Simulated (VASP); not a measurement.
Set up this calculation in VASP 6.6.1, as the native input.

- Task: single point
- Functional: PBE
- Potentials or basis: VASP PAW PBE potentials, release 64 (Sn_d, Te)
- Cutoff: 500 eV
- k mesh: 4 × 4 × 4
- Occupations: gaussian, width 0.05 eV
- Spin: no spin polarisation
- Dipole correction: no
- Further INCAR settings: ALGO = Normal; EDIFF = 1e-06; NBANDS = 20

The structure of SnTe2 lies in POSCAR:

```
SnTe2
1.0
    0.0000000000      3.8177863900      3.8177863900
    3.8177863900      0.0000000000      3.8177863900
    3.8177863900      3.8177863900      0.0000000000
Sn Te
1 2
Direct
    0.0000000000      0.0000000000      0.0000000000
    0.2500000000      0.2500000000      0.2500000000
    0.7500000000      0.7500000000      0.7500000000
```

The input as run:

INCAR

```
ALGO = Normal
EDIFF = 1E-6
ENCUT = 500
GGA = PE
GGA_COMPAT = F
ISIF = 2
ISMEAR = 0
LASPH = T
LCHARG = F
LREAL = F
LWAVE = F
NBANDS = 20
NELM = 120
PREC = Accurate
SIGMA = 0.05
```

KPOINTS

```
k-points
0
Gamma
  4 4 4
```

Potentials or basis: VASP PAW PBE potentials, release 64 (Sn_d, Te).

Command:

```bash
$ cat potpaw_PBE.64/Sn_d/POTCAR potpaw_PBE.64/Te/POTCAR > POTCAR
$ mpirun -np 1 vasp_std > vasp.out
```

It gave:

```yaml
Pressure: -2.1 GPa
Band_gap_on_the_k_mesh: zero (band 13 reaches 5.11 eV, above the bottom of band 14 at 3.33 eV)
```

Caveat: spin-orbit coupling is left out, which moves the levels of the heavy elements.

Run time: 36 s on 1 thread of Intel Xeon 8259CL, on a shared host, peak memory 0.24 GiB.
